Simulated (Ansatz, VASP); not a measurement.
## One calculation of Zr2PdN4, two programs

```xyz
7
Lattice="-1.9390 1.9390 5.5563 1.9390 -1.9390 5.5563 1.9390 1.9390 -5.5563" Properties=species:S:1:pos:R:3 pbc="T T T"
Zr    0.0000    0.0000    4.0082
Zr    0.0000    0.0000    7.1045
Pd    0.0000    0.0000    0.0000
N     0.0000    1.9390    0.0000
N     1.9390    0.0000    0.0000
N     0.0000    0.0000    2.0267
N     0.0000    0.0000    9.0860
```

Alike in both runs: functional PBE; k mesh 8 × 8 × 8; occupations gaussian, width 0.1 eV; no spin polarisation.

Ansatz relaxed the structure, and its values are those at the end. VASP's run is a single point on that final structure, the one shown.

|  | VASP | Ansatz |
| --- | --- | --- |
| version | VASP 6.6.1 | Ansatz 0.2.0 |
| potentials or method | VASP PAW PBE potentials, release 64 (Zr_sv, Pd, N), cutoff 520 eV | scalar-relativistic, plane waves, PAW |
| valence electrons in the cell | 54 | 62 |

|  | VASP | Ansatz | Ansatz less VASP |
| --- | --- | --- | --- |
| gap on the k mesh at the Fermi level (eV) | none | none | - |
| pressure (GPa) | 0.1 | 0.0 | -0.09 |
| rms of the force components (eV/Å) | 0.017 | 0.001 | -0.0164 |

A gap of «none» marks a metal or a gap that the smearing closes. VASP's potentials hold 54 valence electrons a cell and Ansatz's 62, so a difference there can come from the potentials and not from the codes.
